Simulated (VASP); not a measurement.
Crystal: CoPd3.

```
Co Pd
1.0
     3.85038    0.00000    0.00000
     0.00000    3.85038    0.00000
     0.00000    0.00000    3.85038
Co Pd
1 3
Direct
  0.00000 0.00000 0.00000
  0.00000 0.50000 0.50000
  0.50000 0.00000 0.50000
  0.50000 0.50000 0.00000
```

- Program: VASP 6.6.1
- Task: relaxation of cell and atoms
- Functional: BLYP
- Dispersion: D3(BJ)
- Potentials or basis: VASP PAW PBE potentials, release 64 (Co, Pd)
- Cutoff: 600 eV
- k mesh: 6 × 6 × 6
- Occupations: fermi-dirac, width 0.1 eV
- Spin: collinear spin, ferromagnetic start
- Starting moments: [3.2, 0.0, 0.0, 0.0] μB

At the start: pressure -3.3 GPa; volume 14.27 Å³/atom.

Where does the relaxation end?

Over 3 steps the energy falls by 2.9 meV/atom and the volume is 14.00 Å³/atom (-1.9 %); space group Pm-3m (No. 221, to 0.1 Å) before and after; moment 2.61 μB per cell.

The path:
```
step  energy change (eV)  largest force (eV/Å)  pressure (GPa)  volume (Å³)
   1              0.0000                0.0000           -3.32        57.08
   2              0.0082                0.0000            4.81        54.68
   3             -0.0114                0.0000           -0.03        56.02
```

Final structure:
```
Co Pd
1.0
     3.82627    0.00000    0.00000
     0.00000    3.82627    0.00000
     0.00000    0.00000    3.82627
Co Pd
1 3
Direct
  0.00000 0.00000 0.00000
  0.00000 0.50000 0.50000
  0.50000 0.00000 0.50000
  0.50000 0.50000 0.00000
```

Caveat: the dispersion term is far too large for a dense solid, which distorts pressure and volume; the PAW data sets were made with another functional, which shifts forces and pressure a little.
